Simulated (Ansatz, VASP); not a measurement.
**One calculation of Al2TlGa2B5Sb10, two programs**

```xyz
20
Lattice="2.9181 2.9202 5.7231 -2.9088 -2.9153 5.7160 8.7053 -5.7969 2.8643" Properties=species:S:1:pos:R:3 pbc="T T T"
B     5.8036   -5.8229    5.6911
B     5.8784   -5.8074   11.4229
B     2.8187    0.0852    2.8632
B     5.8833   -0.0932    5.7250
B     8.6520   -5.6954    8.5875
Al    2.8390   -2.8265    5.7593
Al    2.8691    0.0864    8.6068
Ga    2.8210   -5.6988    8.5648
Ga    5.9208   -2.9804    8.5968
Sb    4.4212   -4.4015   10.2371
Sb    7.3878   -4.5025    7.0076
Sb    7.2106   -4.2356   12.6226
Sb    7.4382   -7.0234   10.1406
Sb    1.6458   -1.9121    9.8701
Sb    4.5355   -1.3019    7.1111
Sb    1.0517   -4.2991    7.1181
Sb    4.4909   -4.4439    4.4412
Sb    9.8282   -4.3450   10.0283
Sb    1.3919   -1.0967    4.3182
Tl    0.1422   -0.0571   11.4026
```

Alike in both runs: functional PBE; k mesh 3 × 3 × 2; occupations gaussian, width 0.1 eV; no spin polarisation.

Ansatz relaxed the structure, and its values are those at the end. VASP's run is a single point on that final structure, the one shown.

```csv
,VASP,Ansatz
version,VASP 6.6.1,Ansatz 0.2.0
potentials or method,"VASP PAW PBE potentials, release 64 (B, Al, Ga_d, Sb, Tl_d), cutoff 520 eV","scalar-relativistic, plane waves, PAW"
valence electrons in the cell,110,210
```

|  | VASP | Ansatz | Ansatz less VASP |
| --- | --- | --- | --- |
| gap on the k mesh at the Fermi level (eV) | 0.21 | 0.22 | +0.009 |
| least direct gap on the mesh (eV) | 0.31 | 0.31 | +0.008 |
| pressure (GPa) | 0.2 | 0.0 | -0.17 |
| rms of the force components (eV/Å) | 0.016 | 0.009 | -0.0062 |

With one functional, cell and mesh, what is left measures potentials, basis and numerics. VASP's potentials hold 110 valence electrons a cell and Ansatz's 210, so a difference there can come from the potentials and not from the codes.

Neither program's run includes spin-orbit coupling.
